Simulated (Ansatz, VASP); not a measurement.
WF3: VASP beside Ansatz

```
CELL_PARAMETERS angstrom
2.57056 1.48411 2.23489
-2.57056 1.48411 2.23489
0.00000 -2.96823 2.23489
ATOMIC_POSITIONS crystal
W 0.00000 0.00000 0.00000
F 0.00000 0.00000 0.50000
F 0.50000 0.00000 0.00000
F 0.00000 0.50000 0.00000
```

Alike in both runs: task single point; functional PBE; k mesh 6 × 6 × 6; occupations gaussian, width 0.1 eV; collinear spin.

|  | VASP | Ansatz |
| --- | --- | --- |
| version | VASP 6.6.1 | Ansatz 0.2.0 |
| potentials or method | VASP PAW PBE potentials, release 64 (W_sv, F), cutoff 520 eV | scalar-relativistic, plane waves, PAW |
| valence electrons in the cell | 35 | 35 |

```tsv
	VASP	Ansatz	Ansatz less VASP
gap on the k mesh at the Fermi level (eV)	none	none	-
net moment per atom (μB)	0.21	0.21	0.000
size of the moment on the site where the two differ most (μB)	0.66	0.32	-0.335
```

Site moments also hang on the region over which each program counts them. A gap of «none» marks a metal or a gap that the smearing closes. The functional is the same, so the differences come from potentials, cutoffs and numerics. Ansatz's warnings: no starting moments.

Neither program's run includes spin-orbit coupling.
